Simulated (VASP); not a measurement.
# Te2Mo (R3m) in VASP: single point with PBEsol

Aim: the single point of Te2Mo with PBEsol.

Program: VASP 6.6.1. These are calculated values, not measurements. Logs are shortened: lines on timing, memory, paths and dates and some standing lists are left out, and cuts for length are marked.

### 1 The cell of the first run

Symmetry: R3m, No. 160, trigonal system. Conventional cell: a = 3.470 Å, b = 3.470 Å, c = 21.119 Å, α = 90.00°, β = 90.00°, γ = 120.00°. Mo (site symmetry 3m) has 6 Te at 2.65 Å and 6 Mo at 3.47 Å within 3.5 Å. Te (site symmetry 3m) has 3 Mo at 2.65 Å and 7 Te at 3.45 to 3.47 Å within 3.5 Å. Within 3.5 Å of Te (site symmetry 3m) lie 3 Mo at 2.65 Å and 7 Te at 3.45 to 3.47 Å.

### 2 Single point, PBEsol

The input, INCAR:

```
ALGO = Normal ; EDIFF = 1E-6
ENCUT = 520 ; GGA = PS
ISIF = 2 ; ISMEAR = 0
LASPH = T ; LCHARG = F
LREAL = F ; LWAVE = F
NBANDS = 20 ; NELM = 60
PREC = Accurate ; SIGMA = 0.1
```

The input, KPOINTS:

```
k-points
0
Gamma
  6 6 6
```

The input, POSCAR:

```
Te2Mo
1.0
    1.7349712245      1.0016861035      7.0395811880
   -1.7349712245      1.0016861035      7.0395811880
    0.0000000000     -2.0033722070      7.0395811880
Mo Te
1 2
Direct
    0.0006717630      0.0006717630      0.0006717630
    0.4158129169      0.4158129169      0.4158129169
    0.2522153201      0.2522153201      0.2522153201
```

Potentials or basis: VASP PAW PBE potentials, release 64 (Mo_sv, Te).

The run is started by

```sh
$ cat potpaw_PBE.64/Mo_sv/POTCAR potpaw_PBE.64/Te/POTCAR > POTCAR
$ mpirun -np 1 vasp_std > vasp.out
```

OUTCAR:

```text
EDIFF = 1E-6
   ENCUT = 520
   GGA = PS
   ISIF = 2
   ISMEAR = 0
   LASPH = T
   LREAL = F
   NELM = 60
   PREC = Accurate

 ion  position               nearest neighbor table
   1  0.001  0.001  0.001-   3 2.65   3 2.65   3 2.65   2 2.65   2 2.65   2 2.65
   2  0.416  0.416  0.416-   1 2.65   1 2.65   1 2.65   3 3.45
   3  0.252  0.252  0.252-   1 2.65   1 2.65   1 2.65   2 3.45

  LATTYP: Found a trigonal (rhomboedric) cell.
 ALAT       =     7.3190985444
 COS(alpha) =     0.8876173266

  Lattice vectors:

 A1 = (   1.7349712245,   1.0016861035,   7.0395811880)
 A2 = (  -1.7349712245,   1.0016861035,   7.0395811880)
 A3 = (   0.0000000000,  -2.0033722070,   7.0395811880)

Analysis of symmetry for initial positions (statically):
=====================================================================
 Subroutine PRICEL returns:
 Original cell was already a primitive cell.

 Routine SETGRP: Setting up the symmetry group for a
 trigonal (rhombohedral) supercell.

 Subroutine GETGRP returns: Found  6 space group operations
 (whereof  6 operations were pure point group operations)
 out of a pool of 12 trial point group operations.

The static configuration has the point symmetry C_3v.

Analysis of symmetry for dynamics (positions and initial velocities):
=====================================================================
 Subroutine PRICEL returns:
 Original cell was already a primitive cell.

 Routine SETGRP: Setting up the symmetry group for a
 trigonal (rhombohedral) supercell.

 Subroutine GETGRP returns: Found  6 space group operations
 (whereof  6 operations were pure point group operations)
 out of a pool of 12 trial point group operations.

The dynamic configuration has the point symmetry C_3v.

 Subroutine INISYM returns: Found  6 space group operations
 (whereof  6 operations are pure point group operations),
 and found     1 'primitive' translations

----------------------------------------------------------------------------------------

                                     Primitive cell

  volume of cell :      73.4044

  direct lattice vectors                    reciprocal lattice vectors
     1.734971224  1.001686103  7.039581188     0.288189218  0.166386122  0.047351302
    -1.734971224  1.001686103  7.039581188    -0.288189218  0.166386122  0.047351302
     0.000000000 -2.003372207  7.039581188     0.000000000 -0.332772245  0.047351302

  length of vectors
     7.319098544  7.319098544  7.319098544     0.336124252  0.336124252  0.336124252

  position of ions in fractional coordinates (direct lattice)
     0.000671763  0.000671763  0.000671763
     0.415812917  0.415812917  0.415812917
     0.252215320  0.252215320  0.252215320

  ion indices of the primitive-cell ions
   primitive index   ion index
                 1           1
                 2           2
                 3           3

----------------------------------------------------------------------------------------

 KPOINTS: k-points

Automatic generation of k-mesh.
 Grid dimensions read from file:
 generate k-points for:    6    6    6

 Generating k-lattice:

  Cartesian coordinates                     Fractional coordinates (reciprocal lattice)
     0.048031536  0.027731020  0.007891884     0.166666667 -0.000000000 -0.000000000
    -0.048031536  0.027731020  0.007891884    -0.000000000  0.166666667 -0.000000000
     0.000000000 -0.055462041  0.007891884    -0.000000000 -0.000000000  0.166666667

  Length of vectors
     0.056020709  0.056020709  0.056020709

  Shift w.r.t. Gamma in fractional coordinates (k-lattice)
     0.000000000  0.000000000  0.000000000

 Subroutine IBZKPT returns following result:
 ===========================================

 Found     32 irreducible k-points:

 Following reciprocal coordinates:
            Coordinates               Weight
  0.000000  0.000000  0.000000      1.000000
  0.166667 -0.000000 -0.000000      6.000000
  0.333333  0.000000 -0.000000      6.000000
  0.500000  0.000000 -0.000000      3.000000
  0.166667  0.166667 -0.000000      6.000000
  0.333333  0.166667 -0.000000     12.000000
[... 16 lines left out ...]
  0.500000  0.500000  0.166667      6.000000
 -0.333333  0.500000  0.166667     12.000000
 [... further k-points ...]
   k-points           NKPTS =     32   k-points in BZ     NKDIM =     32   number of bands    NBANDS=     20
   number of dos      NEDOS =    301   number of ions     NIONS =      3
   total plane-waves  NPLWV = 157464
   dimension x,y,z NGX =    54 NGY =   54 NGZ =   54
   dimension x,y,z NGXF=   108 NGYF=  108 NGZF=  108
   ions per type =               1   2
   NGX,Y,Z   is equivalent  to a cutoff of  12.27, 12.27, 12.27 a.u.
   NGXF,Y,Z  is equivalent  to a cutoff of  24.53, 24.53, 24.53 a.u.
 SYSTEM =  unknown system
   PREC   = accura    normal or accurate (medium, high low for compatibility)
   ISTART =      0    job   : 0-new  1-cont  2-samecut
   ICHARG =      2    charge: 1-file 2-atom 10-const
   ISPIN  =      1    spin polarized calculation?
   LNONCOLLINEAR =      F non collinear calculations
   LSORBIT =      F    spin-orbit coupling
   LASPH  =      T    aspherical Exc in radial PAW
   ENCUT  =  520.0 eV  38.22 Ry    6.18 a.u.  13.61 13.61 13.61*2*pi/ulx,y,z
   NELM   =     60;   NELMIN=  2; NELMDL= -5     # of ELM steps
   EDIFF  = 0.1E-05   stopping-criterion for ELM
   LREAL  =      F    real-space projection
   EDIFFG = 0.1E-04   stopping-criterion for IOM
   NSW    =      0    number of steps for IOM
   IBRION =     -1    ionic relax: 0-MD 1-quasi-New 2-CG
   NFREE  =      0    steps in history (QN), initial steepest desc. (CG)
   ISIF   =      2    stress and relaxation
   ISYM   =      2    0-nonsym 1-usesym 2-fastsym
   POTIM  = 0.5000    time-step for ionic-motion
   TEBEG  =    0.0;   TEEND  =   0.0 temperature during run
   PSTRESS=    0.0 pullay stress
   NELECT =      26.0000    total number of electrons
   NUPDOWN=      -1.0000    fix difference up-down
   EMIN   =  10.00;   EMAX   =-10.00  energy-range for DOS
   EFERMI =   0.00;   METHOD = LEGACY
   ISMEAR =     0;   SIGMA  =   0.10  broadening in eV -4-tet -1-fermi 0-gaus
   EFERMI_NEDOS =   21; number of points for ismear=-14 and -15
   IALGO  =     38    algorithm
   IMIX   =      4    mixing-type and parameters
     AMIX     =   0.40;   BMIX     =  1.00
     AMIX_MAG =   1.60;   BMIX_MAG =  1.00
  volume/ion in A,a.u.               =      24.47       165.12
  Fermi-wavevector in a.u.,A,eV,Ry     =   1.158311  2.188891 18.254733  1.341685
  Thomas-Fermi vector in A             =   2.294915
   LORBIT       =      0    0 simple, 1 ext, 2 COOP (PROOUT), +10 PAW based schemes
   GGA     = PS    functional components
   LHFCALC =     F    Hartree Fock is set to
   AEXX    =    0.0000 exact exchange contribution
   IVDW    =     0    specifies the selected vdW correction
   LEPSILON=     F    determine dielectric tensor
   LRPA    =     F    only Hartree local field effects (RPA)
 non-spin polarized calculation
 Gauss-broadening in eV      SIGMA  =   0.10
  energy-cutoff  :      520.00
  volume of cell :       73.40
 maximum number of plane-waves:      1998
   NGX = 27   NGY = 27   NGZ = 27

 number of electron      26.0000000 magnetization

 Free energy of the ion-electron system (eV)
  ---------------------------------------------------
  ext. energy  EPLUGINS =         0.00000000
  ---------------------------------------------------
  free energy    TOTEN  =       -19.55772055 eV

  energy without entropy =      -19.55772055  energy(sigma->0) =      -19.55772055

 E-fermi :   8.6814     XC(G=0): -10.5867

 val. band max:        8.2818734804   @ k =   0.5000   0.5000   0.5000
 cond. band min:       9.1281921229   @ k =  -0.1667   0.5000   0.1667
 fundamental gap:      0.8463186425
 Fermi energy:         8.6814391196

 k-point     1 :       0.0000    0.0000    0.0000
  band No.  band energies     occupation
      1     -52.3953      2.00000
      2     -26.6453      2.00000
      3     -26.4933      2.00000
      4     -26.4933      2.00000
      5      -5.0971      2.00000
      6      -3.6168      2.00000
[... 12 lines left out ...]
     19      15.0508      0.00000
     20      16.2808      0.00000

 k-point     2 :       0.1667   -0.0000   -0.0000
  band No.  band energies     occupation
      1     -52.3921      2.00000
      2     -26.6354      2.00000
      3     -26.5349      2.00000
      4     -26.5027      2.00000
      5      -4.6803      2.00000
      6      -3.3746      2.00000
[... 12 lines left out ...]
     19      15.8560      0.00000
     20      16.0169      0.00000

 k-point     3 :       0.3333    0.0000   -0.0000
  band No.  band energies     occupation
      1     -52.3856      2.00000
      2     -26.6171      2.00000
      3     -26.6156      2.00000
      4     -26.5215      2.00000
      5      -3.6149      2.00000
      6      -2.7694      2.00000
[... 12 lines left out ...]
     19      14.4520      0.00000
     20      14.8201      0.00000

 k-point     4 :       0.5000    0.0000   -0.0000
  band No.  band energies     occupation
      1     -52.3824      2.00000
      2     -26.6578      2.00000
      3     -26.6057      2.00000
      4     -26.5309      2.00000
      5      -2.8340      2.00000
      6      -2.3691      2.00000
[... 12 lines left out ...]
     19      13.8478      0.00000
     20      14.7309      0.00000

 k-point     5 :       0.1667    0.1667   -0.0000
  band No.  band energies     occupation
      1     -52.3921      2.00000
      2     -26.6354      2.00000
      3     -26.5349      2.00000
      4     -26.5027      2.00000
      5      -4.6662      2.00000
      6      -3.4009      2.00000
[... 12 lines left out ...]
     19      15.8415      0.00000
     20      16.0430      0.00000
[... 353 lines left out ...]
      6      -2.4652      2.00000
[... 12 lines left out ...]
     19      15.3500      0.00000
     20      15.9950      0.00000

 k-point    22 :      -0.1667    0.3333    0.1667
  band No.  band energies     occupation
      1     -52.3824      2.00000
      2     -26.6374      2.00000
      3     -26.6057      2.00000
      4     -26.5516      2.00000
      5      -2.8869      2.00000
      6      -2.3841      2.00000
[... 12 lines left out ...]
     19      15.1426      0.00000
     20      15.7736      0.00000

 k-point    23 :       0.5000    0.5000    0.1667
  band No.  band energies     occupation
      1     -52.3856      2.00000
      2     -26.6171      2.00000
      3     -26.6156      2.00000
      4     -26.5215      2.00000
      5      -3.4812      2.00000
      6      -2.9565      2.00000
[... 12 lines left out ...]
     19      14.6241      0.00000
     20      15.4747      0.00000

 k-point    24 :      -0.3333    0.5000    0.1667
  band No.  band energies     occupation
      1     -52.3824      2.00000
      2     -26.6374      2.00000
      3     -26.6057      2.00000
      4     -26.5516      2.00000
      5      -2.7939      2.00000
      6      -2.4971      2.00000
[... 12 lines left out ...]
     19      14.7410      0.00000
     20      15.7005      0.00000

 [... further k-points ...]

------------------------ aborting loop because EDIFF is reached ----------------------------------------

  FORCE on cell =-STRESS in cart. coord.  units (eV):
  Direction    XX          YY          ZZ          XY          YZ          ZX
  --------------------------------------------------------------------------------------
  -------------------------------------------------------------------------------------
  Total        2.4896311      2.4896311      4.7319580      0.0000000     -0.0000000     -0.0000000
  in kB       54.3404952     54.3404952    103.2831478      0.0000000     -0.0000000     -0.0000000
  external PRESSURE =      70.6547127 kB  Pullay stress =       0.0000000 kB

 VOLUME and BASIS-vectors are now :
 -----------------------------------------------------------------------------
  energy-cutoff  :      520.00
  volume of cell :       73.40
      direct lattice vectors                 reciprocal lattice vectors
     1.734971224  1.001686103  7.039581188     0.288189218  0.166386122  0.047351302
    -1.734971224  1.001686103  7.039581188    -0.288189218  0.166386122  0.047351302
     0.000000000 -2.003372207  7.039581188     0.000000000 -0.332772245  0.047351302

 POSITION                                       TOTAL-FORCE (eV/Angst)
 -----------------------------------------------------------------------------------
      0.00000      0.00000      0.01419         0.000000      0.000000     -0.013357
      0.00000      0.00000      8.78145         0.000000      0.000000      1.419463
      0.00000      0.00000      5.32647         0.000000     -0.000000     -1.406107
 -----------------------------------------------------------------------------------
    total drift:                               -0.000000     -0.000000     -0.000539

  FREE ENERGIE OF THE ION-ELECTRON SYSTEM (eV)
  ---------------------------------------------------
  free  energy   TOTEN  =       -19.5577205460 eV

  energy  without entropy=      -19.5577205460  energy(sigma->0) =      -19.55772055
```

It took 2 min on 1 thread of AMD EPYC 7R43 (Zen 3), shared host; peak memory 0.35 GiB.

Results:

```
Free energy            : -19.5577 eV
Pressure               : 7.1 GPa
Largest force          : 1.419 eV/Å
Band gap on the k mesh : 0.85 eV (least direct gap 1.14 eV)
```

Forces on the atoms (eV/Å):
```
Mo   0.000  0.000 -0.013
Te   0.000  0.000  1.419
Te   0.000  0.000 -1.406
```

Caveat: the cell stands under pressure; the PAW data sets were made with another functional, which shifts forces and pressure a little; spin-orbit coupling is left out, which moves the levels of the heavy elements. A k mesh can miss the band edges.
